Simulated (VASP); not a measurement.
The system is CdSe4.

```
CELL_PARAMETERS angstrom
5.18258 0.00000 0.00000
0.00000 5.18258 0.00000
0.00000 0.00000 5.18258
ATOMIC_POSITIONS crystal
Cd 0.50000 0.50000 0.50000
Se 0.00000 0.00000 0.00000
Se 0.50000 0.50000 0.00000
Se 0.50000 0.00000 0.50000
Se 0.00000 0.50000 0.50000
```

```yaml
Program: VASP 6.6.1
Task: relaxation of cell and atoms
Functional: PBE
Dispersion: D3(BJ)
Potentials_or_basis: VASP PAW PBE potentials, release 64 (Cd, Se)
Cutoff: 600 eV
k_mesh: 8 × 8 × 8
Occupations: tetrahedron
Spin: no spin polarisation
```

At the start: pressure -1.9 GPa; volume 27.84 Å³/atom.

Task: How do energy, volume and symmetry change on relaxing?

Result: Over 3 steps the energy falls by 7.4 meV/atom and the volume is 26.64 Å³/atom (-4.3 %); space group Pm-3m (No. 221, to 0.1 Å) before and after.

The path:
| step | energy change (eV) | largest force (eV/Å) | pressure (GPa) | volume (Å³) |
| --- | --- | --- | --- | --- |
| 1 | 0.0000 | 0.0000 | -1.85 | 139.20 |
| 2 | -0.0370 | 0.0000 | 0.15 | 132.82 |
| 3 | -0.0371 | 0.0000 | 0.01 | 133.20 |

Final structure:
```xyz
5
Lattice="5.1070 0.0000 0.0000 0.0000 5.1070 0.0000 0.0000 0.0000 5.1070" Properties=species:S:1:pos:R:3 pbc="T T T"
Cd    2.5535    2.5535    2.5535
Se    0.0000    0.0000    0.0000
Se    2.5535    2.5535    0.0000
Se    2.5535    0.0000    2.5535
Se    0.0000    2.5535    2.5535
```

Caveat: tetrahedron occupations give inexact forces and stress in metals.
